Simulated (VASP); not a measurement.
Crystal: Ag2O.

```
Ag O
1.0
     4.71800    0.00000    0.00000
     0.00000    4.71800    0.00000
     0.00000    0.00000    4.71800
Ag O
4 2
Direct
  0.25000 0.25000 0.25000
  0.25000 0.75000 0.75000
  0.75000 0.75000 0.25000
  0.75000 0.25000 0.75000
  0.00000 0.00000 0.00000
  0.50000 0.50000 0.50000
```

```yaml
Program: VASP 6.6.1
Task: relaxation of cell and atoms
Functional: PBE
Potentials_or_basis: VASP PAW PBE potentials, release 64 (Ag, O)
Cutoff: 600 eV
k_mesh: 8 × 8 × 8
Occupations: gaussian, width 0.1 eV
Spin: no spin polarisation
```

At the start: pressure 4.7 GPa; volume 17.50 Å³/atom.

Task: Where does the relaxation end?

Result: Over 3 steps the energy falls by 14.1 meV/atom and the volume is 18.53 Å³/atom (+5.9 %); space group Pn-3m (No. 224, to 0.05 Å).

The path:
```csv
step,energy change (eV),largest force (eV/Å),pressure (GPa),volume (Å³)
1,0.0000,0.0000,4.67,105.02
2,-0.0791,0.0000,-1.05,112.96
3,-0.0849,0.0000,0.01,111.19
```

Final structure:
```
CELL_PARAMETERS angstrom
4.80868 0.00000 0.00000
0.00000 4.80868 0.00000
0.00000 0.00000 4.80868
ATOMIC_POSITIONS crystal
Ag 0.25000 0.25000 0.25000
Ag 0.25000 0.75000 0.75000
Ag 0.75000 0.75000 0.25000
Ag 0.75000 0.25000 0.75000
O 0.00000 0.00000 0.00000
O 0.50000 0.50000 0.50000
```
